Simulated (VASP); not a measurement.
Runs of VASP 6.6.1 on LaOF. It takes space group P4/nmm (No. 129, tetragonal). The conventional cell has a = 4.091 Å, b = 4.091 Å, c = 5.852 Å, α = 90.00°, β = 90.00°, γ = 90.00°. Within 3.2 Å of La (site symmetry 4mm) lie 4 F at 2.42 Å and 4 O at 2.61 Å. O (site symmetry -4m2) has 4 La at 2.61 Å and 4 O at 2.89 Å and 2 F at 2.93 Å within 3.4 Å. F (site symmetry -4m2) has 4 La at 2.42 Å and 4 F at 2.89 Å and 2 O at 2.93 Å within 3.2 Å. 

```csv
k mesh,gap on the mesh (eV),pressure (GPa),largest force (eV/Å)
6 × 6 × 4,1.72,-8.7,7.89
2 × 2 × 2,(a),-8.5,7.75
4 × 4 × 4,1.72,-8.7,7.89
8 × 8 × 6,1.72,-8.7,7.89
4 × 4 × 2,1.72,-8.7,7.91
```

Alike in all rows: task single point; level LDA; potentials or basis VASP PAW LDA potentials, release 64 (La, O, F); no spin polarisation; cell as given; cutoff (eV) 600; smearing gaussian 0.01 eV.

Q: Fill in the values left out.

A: (a) 1.71.

Caveats: some runs use coarse meshes; spin-orbit coupling is left out, which moves the levels of the heavy elements; forces of over 1 eV/Å act on the atoms, so gaps and moduli don't describe the material at rest; the cell stands under tension (at least some runs).

A k mesh can miss the band edges, and the runs leave out spin-orbit coupling on La.
